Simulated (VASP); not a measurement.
Crystal: ZnS.

```
Zn S
1.0
     3.81100    0.00000    0.00000
    -1.90550    3.30042    0.00000
     0.00000    0.00000    6.23400
Zn S
2 2
Direct
  0.66667 0.33333 0.50000
  0.33333 0.66667 0.00000
  0.66667 0.33333 0.88500
  0.33333 0.66667 0.38500
```

| Property | Result |
| --- | --- |
| Program | VASP 6.6.1 |
| Task | relaxation of cell and atoms |
| Functional | PBE exchange alone |
| Potentials or basis | VASP PAW PBE potentials, release 64 (Zn, S) |
| Cutoff | 600 eV |
| k mesh | 8 × 8 × 5 |
| Occupations | fermi-dirac, width 0.05 eV |
| Spin | no spin polarisation |

At the start: pressure 13.1 GPa; volume 19.60 Å³/atom.

Problem. Where does the relaxation end?

Solution. Over 10 steps the energy falls by 142.2 meV/atom and the volume is 23.59 Å³/atom (+20.3 %); space group P6_3mc (No. 186, to 0.1 Å) before and after.

The path:
```tsv
step	energy change (eV)	largest force (eV/Å)	pressure (GPa)	volume (Å³)
1	0.0000	0.3685	13.05	78.41
2	-0.5470	0.0579	-1.46	97.96
3	-0.5636	0.0848	0.09	94.36
4	-0.5636	0.0815	-0.14	94.70
5	-0.5661	0.0671	-0.14	94.72
6	-0.5683	0.0359	-0.13	94.75
7	-0.5683	0.0339	-0.12	94.75
8	-0.5688	0.0130	-0.01	94.41
9	-0.5688	0.0051	0.13	94.28
10	-0.5688	0.0090	0.05	94.34
```

Final structure:
```
Zn S
1.0
     4.04841    0.00000    0.00000
    -2.02421    3.50603    0.00000
     0.00000    0.00000    6.64669
Zn S
2 2
Cartesian
  2.0242 1.1687 3.3562
  0.0000 2.3374 0.0328
  2.0242 1.1687 5.8495
  0.0000 2.3374 2.5261
```

Caveat: the volume moved by over 15 % at a fixed basis, so the end points are rough.
